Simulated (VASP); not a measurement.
# BN (Qingsongite) (F-43m) in VASP: further runs

Aim: see how the results for BN (Qingsongite) move with the level of theory and the settings. Levels: LDA, revPBE. Tasks: single point.

Program: VASP 6.6.1. These are calculated values, not measurements. Logs are shortened: lines on timing, memory, paths and dates and some standing lists are left out, and cuts for length are marked.

## 1. The cell of the first run

It takes space group F-43m (No. 216, cubic). Conventional cell: a = 3.615 Å, b = 3.615 Å, c = 3.615 Å, α = 90.00°, β = 90.00°, γ = 90.00°. Within 2.1 Å of B (site symmetry -43m) lie 4 N at 1.57 Å. N (site symmetry -43m) has 4 B at 1.57 Å within 2.1 Å.

## 2. Single point, LDA

The input, INCAR:

```
PREC = Accurate
ENCUT = 520
EDIFF = 1E-6
ISMEAR = 0
SIGMA = 0.01
LREAL = F
LASPH = T
NELM = 60
ALGO = Normal
ISIF = 2
LWAVE = F
LCHARG = F
GGA = CA
NBANDS = 11
```

The input, KPOINTS:

```
regular mesh
0
Gamma
  8 8 8
```

The input, POSCAR:

```
BN
1.0
    0.0000000000      1.8075000000      1.8075000000
    1.8075000000      0.0000000000      1.8075000000
    1.8075000000      1.8075000000      0.0000000000
B N
1 1
Direct
    0.0000000000      0.0000000000      0.0000000000
    0.2500000000      0.2500000000      0.2500000000
```

Potentials or basis: VASP PAW LDA potentials, release 64 (B, N).

The run is started by

```
> cat potpaw_LDA.64/B/POTCAR potpaw_LDA.64/N/POTCAR > POTCAR
> mpirun -np 1 vasp_std > vasp.out
```

OUTCAR:

```text
PREC = Accurate
   ENCUT = 520
   EDIFF = 1E-6
   ISMEAR = 0
   LREAL = F
   LASPH = T
   NELM = 60
   ISIF = 2
   GGA = CA

 ion  position               nearest neighbor table
   1  0.000  0.000  0.000-   2 1.57   2 1.57   2 1.57   2 1.57
   2  0.250  0.250  0.250-   1 1.57   1 1.57   1 1.57   1 1.57

  LATTYP: Found a face centered cubic cell.
 ALAT       =     3.6150000000

  Lattice vectors:

 A1 = (   0.0000000000,   1.8075000000,   1.8075000000)
 A2 = (   1.8075000000,   0.0000000000,   1.8075000000)
 A3 = (   1.8075000000,   1.8075000000,   0.0000000000)

Analysis of symmetry for initial positions (statically):
=====================================================================
 Subroutine PRICEL returns:
 Original cell was already a primitive cell.

 Routine SETGRP: Setting up the symmetry group for a
 face centered cubic supercell.

 Subroutine GETGRP returns: Found 24 space group operations
 (whereof 24 operations were pure point group operations)
 out of a pool of 48 trial point group operations.

The static configuration has the point symmetry T_d .

Analysis of symmetry for dynamics (positions and initial velocities):
=====================================================================
 Subroutine PRICEL returns:
 Original cell was already a primitive cell.

 Routine SETGRP: Setting up the symmetry group for a
 face centered cubic supercell.

 Subroutine GETGRP returns: Found 24 space group operations
 (whereof 24 operations were pure point group operations)
 out of a pool of 48 trial point group operations.

The dynamic configuration has the point symmetry T_d .

 Subroutine INISYM returns: Found 24 space group operations
 (whereof 24 operations are pure point group operations),
 and found     1 'primitive' translations

----------------------------------------------------------------------------------------

                                     Primitive cell

  volume of cell :      11.8104

  direct lattice vectors                    reciprocal lattice vectors
     0.000000000  1.807500000  1.807500000    -0.276625173  0.276625173  0.276625173
     1.807500000  0.000000000  1.807500000     0.276625173 -0.276625173  0.276625173
     1.807500000  1.807500000  0.000000000     0.276625173  0.276625173 -0.276625173

  length of vectors
     2.556191014  2.556191014  2.556191014     0.479128854  0.479128854  0.479128854

  position of ions in fractional coordinates (direct lattice)
     0.000000000  0.000000000  0.000000000
     0.250000000  0.250000000  0.250000000

[... 79 lines left out ...]
   NSW    =      0    number of steps for IOM
   IBRION =     -1    ionic relax: 0-MD 1-quasi-New 2-CG
   NFREE  =      0    steps in history (QN), initial steepest desc. (CG)
   ISIF   =      2    stress and relaxation
   ISYM   =      2    0-nonsym 1-usesym 2-fastsym
   POTIM  = 0.5000    time-step for ionic-motion
   TEBEG  =    0.0;   TEEND  =   0.0 temperature during run
   PSTRESS=    0.0 pullay stress
   NELECT =       8.0000    total number of electrons
   NUPDOWN=      -1.0000    fix difference up-down
   EMIN   =  10.00;   EMAX   =-10.00  energy-range for DOS
   EFERMI =   0.00;   METHOD = LEGACY
   ISMEAR =     0;   SIGMA  =   0.01  broadening in eV -4-tet -1-fermi 0-gaus
   EFERMI_NEDOS =   21; number of points for ismear=-14 and -15
   IALGO  =     38    algorithm
   IMIX   =      4    mixing-type and parameters
     AMIX     =   0.40;   BMIX     =  1.00
     AMIX_MAG =   1.60;   BMIX_MAG =  1.00
  volume/ion in A,a.u.               =       5.91        39.85
  Fermi-wavevector in a.u.,A,eV,Ry     =   1.437749  2.716952 28.124920  2.067123
  Thomas-Fermi vector in A             =   2.556793
   LORBIT       =      0    0 simple, 1 ext, 2 COOP (PROOUT), +10 PAW based schemes
   GGA     = CA    functional components
   LHFCALC =     F    Hartree Fock is set to
   AEXX    =    0.0000 exact exchange contribution
   IVDW    =     0    specifies the selected vdW correction
   LEPSILON=     F    determine dielectric tensor
   LRPA    =     F    only Hartree local field effects (RPA)
 non-spin polarized calculation
 Gauss-broadening in eV      SIGMA  =   0.01
  energy-cutoff  :      520.00
  volume of cell :       11.81
 maximum number of plane-waves:       332
   NGX =  9   NGY =  9   NGZ =  9

 number of electron       8.0000000 magnetization

 Free energy of the ion-electron system (eV)
  ---------------------------------------------------
  ext. energy  EPLUGINS =         0.00000000
  ---------------------------------------------------
  free energy    TOTEN  =       -19.40430186 eV

  energy without entropy =      -19.40430186  energy(sigma->0) =      -19.40430186

 E-fermi :   7.5376     XC(G=0): -13.1048

 val. band max:        7.3889898108   @ k =   0.0000   0.0000   0.0000
 cond. band min:      11.7324339393   @ k =   0.5000   0.5000   0.0000
 fundamental gap:      4.3434441286
 Fermi energy:         7.5376438939

 k-point     1 :       0.0000    0.0000    0.0000
  band No.  band energies     occupation
      1     -12.6805      2.00000
      2       7.3890      2.00000
      3       7.3890      2.00000
      4       7.3890      2.00000
      5      16.0723      0.00000
      6      16.0723      0.00000
      7      16.0723      0.00000
      8      17.8291      0.00000
      9      31.8787      0.00000
     10      35.1765      0.00000
     11      35.1765      0.00000
[... 309 lines left out ...]
 k-point    24 :      -0.3750    0.2500    0.1250
  band No.  band energies     occupation
      1      -7.6851      2.00000
      2      -2.3281      2.00000
      3       2.5785      2.00000
      4       3.9176      2.00000
      5      16.8134      0.00000
      6      18.5042      0.00000
      7      21.6795      0.00000
      8      22.9981      0.00000
      9      26.5566      0.00000
     10      32.9761      0.00000
     11      34.6326      0.00000

 [... further k-points ...]
[... 5 lines left out ...]
  --------------------------------------------------------------------------------------
  -------------------------------------------------------------------------------------
  Total       -0.7414866     -0.7414866     -0.7414866      0.0000000      0.0000000      0.0000000
  in kB     -100.5886461   -100.5886461   -100.5886461      0.0000000      0.0000000      0.0000000
  external PRESSURE =    -100.5886461 kB  Pullay stress =       0.0000000 kB

 VOLUME and BASIS-vectors are now :
 -----------------------------------------------------------------------------
  energy-cutoff  :      520.00
  volume of cell :       11.81
      direct lattice vectors                 reciprocal lattice vectors
     0.000000000  1.807500000  1.807500000    -0.276625173  0.276625173  0.276625173
     1.807500000  0.000000000  1.807500000     0.276625173 -0.276625173  0.276625173
     1.807500000  1.807500000  0.000000000     0.276625173  0.276625173 -0.276625173

 POSITION                                       TOTAL-FORCE (eV/Angst)
 -----------------------------------------------------------------------------------
      0.00000      0.00000      0.00000         0.000000     -0.000000      0.000000
      0.90375      0.90375      0.90375        -0.000000      0.000000     -0.000000
 -----------------------------------------------------------------------------------
    total drift:                               -0.000000     -0.000000     -0.000000

  FREE ENERGIE OF THE ION-ELECTRON SYSTEM (eV)
  ---------------------------------------------------
  free  energy   TOTEN  =       -19.4043018575 eV

  energy  without entropy=      -19.4043018575  energy(sigma->0) =      -19.40430186
```

Wall time 2.3 s (1 thread of Intel Xeon 6975P-C (Granite Rapids), shared host); peak memory 0.11 GiB.

Results:

- Free energy: -19.4043 eV
- Pressure: -10.1 GPa
- Band gap on the k mesh: 4.34 eV, indirect (least direct gap 8.68 eV)

A k mesh can miss the band edges.

## 3. Single point, revPBE

The input, INCAR:

```
ALGO     = Normal         # electronic algorithm
EDIFF    = 1E-6           # SCF threshold, eV
ENCUT    = 520            # plane-wave cutoff, eV
GGA      = RE             # functional
ISIF     = 2              # what is computed and relaxed
ISMEAR   = 0              # smearing method
LASPH    = T              # aspherical terms in the spheres
LCHARG   = F              # write CHGCAR
LREAL    = F              # projectors in reciprocal space
LWAVE    = F              # write WAVECAR
NBANDS   = 11             # bands
NELM     = 80             # most SCF steps
PREC     = Accurate       # precision mode
SIGMA    = 0.01           # smearing width, eV
```

The input, KPOINTS:

```
k-points
0
Gamma
  8 8 8
```

POSCAR is that of step 2.

Potentials or basis: VASP PAW PBE potentials, release 64 (B, N).

The run is started by

```
> cat potpaw_PBE.64/B/POTCAR potpaw_PBE.64/N/POTCAR > POTCAR
> mpirun -np 1 vasp_std > vasp.out
```

Wall time 2.5 s (1 thread of Intel Xeon 6975P-C (Granite Rapids), shared host); peak memory 0.12 GiB.

Results (log left out):

| Item | Value |
| --- | --- |
| Free energy | -16.7671 eV |
| Pressure | 7.8 GPa |
| Band gap on the k mesh | 4.48 eV, indirect (least direct gap 8.86 eV) |

Levels at points of the mesh, in eV from the valence-band top:
```tsv
k point	band 2	band 3	band 4	band 5	band 6	band 7
(0.00, 0.00, 0.00)	0.00	0.00	0.00	8.86	8.86	8.86
(0.50, 0.00, 0.00)	-10.70	-1.94	-1.94	10.14	10.74	10.74
(0.50, 0.50, 0.00)	-8.94	-4.90	-4.90	4.48	9.24	18.01
```

Caveat: the PAW data sets were made with another functional, which shifts forces and pressure a little. A k mesh can miss the band edges.
